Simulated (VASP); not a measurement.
Here is a VASP 6.6.1 calculation.

File INCAR:

```
SYSTEM = MgB2
  ALGO = Normal
  EDIFF = 1E-6
  ENCUT = 520
  GGA = CA
  ISIF = 2
  ISMEAR = -1
  LASPH = .TRUE.
  LCHARG = .TRUE.
  LELF = .TRUE.
  LREAL = .FALSE.
  LVHAR = .TRUE.
  LWAVE = .FALSE.
  NBANDS = 11
  NELM = 60
  PREC = Accurate
  SIGMA = 0.1
```

Contents of KPOINTS:

```
k-points
0
G
  12 12 9
  0 0 0
```

The input POSCAR:

```
MgB2
1.0
    3.0378255671      0.0000000000      0.0000000000
   -1.5189127835      2.6308341133      0.0000000000
    0.0000000000      0.0000000000      3.4502110701
Mg B
1 2
Direct
    0.0000000000      0.0000000000      0.0000000000
    0.3333333333      0.6666666667      0.5000000000
    0.6666666667      0.3333333333      0.5000000000
```

Potentials or basis: VASP PAW LDA potentials, release 64 (Mg, B).

The run is started by

```sh
$ cat potpaw_LDA.64/Mg/POTCAR potpaw_LDA.64/B/POTCAR > POTCAR
$ mpirun -np 1 vasp_std > vasp.out
```

(1) Predict the pressure.

(2) Predict the band gap on the k mesh.

Results:

(1) -0.7 GPa.

(2) zero (band 4 reaches 7.45 eV, above the bottom of band 5 at 3.58 eV).
